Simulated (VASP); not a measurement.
Wanted: the native input for a VASP 6.6.1 run.

```
Task                   : single point
Functional             : PBE
Potentials or basis    : VASP PAW PBE potentials, release 64 (B, N)
Cutoff                 : 600 eV
k mesh                 : 12 × 12 × 12
Occupations            : tetrahedron
Spin                   : no spin polarisation
Dipole correction      : no
Further INCAR settings : ALGO = Normal; EDIFF = 1e-06; NBANDS = 11
```

The structure of BN lies in POSCAR:

```
BN
1.0
    0.0000000000      1.8123266322      1.8123266322
    1.8123266322      0.0000000000      1.8123266322
    1.8123266322      1.8123266322      0.0000000000
B N
1 1
Direct
    0.0000000000      0.0000000000      0.0000000000
    0.7500000000      0.7500000000      0.7500000000
```

The input as run:

INCAR

```
SYSTEM = BN
PREC = Accurate
ENCUT = 600
EDIFF = 1E-6
ISMEAR = -4
SIGMA = 0.02
LREAL = .FALSE.
LASPH = .TRUE.
NELM = 120
ALGO = Normal
ISIF = 2
LWAVE = .FALSE.
LCHARG = .FALSE.
GGA = PE
NBANDS = 11
GGA_COMPAT = .FALSE.
```

KPOINTS

```
regular mesh
0
G
  12 12 12
  0 0 0
```

Potentials or basis: VASP PAW PBE potentials, release 64 (B, N).

The run is started by

```sh
$ cat potpaw_PBE.64/B/POTCAR potpaw_PBE.64/N/POTCAR > POTCAR
$ mpirun -np 1 vasp_std > vasp.out
```

Results of the run:

| Property | Result |
| --- | --- |
| Pressure | 0.0 GPa |
| Band gap on the k mesh | 4.45 eV (least direct gap 8.78 eV) |

Wall time 9.5 s on 1 thread of AMD EPYC 7R43 64-Core Processor (Zen 3), on a shared host, peak memory 0.09 GiB.
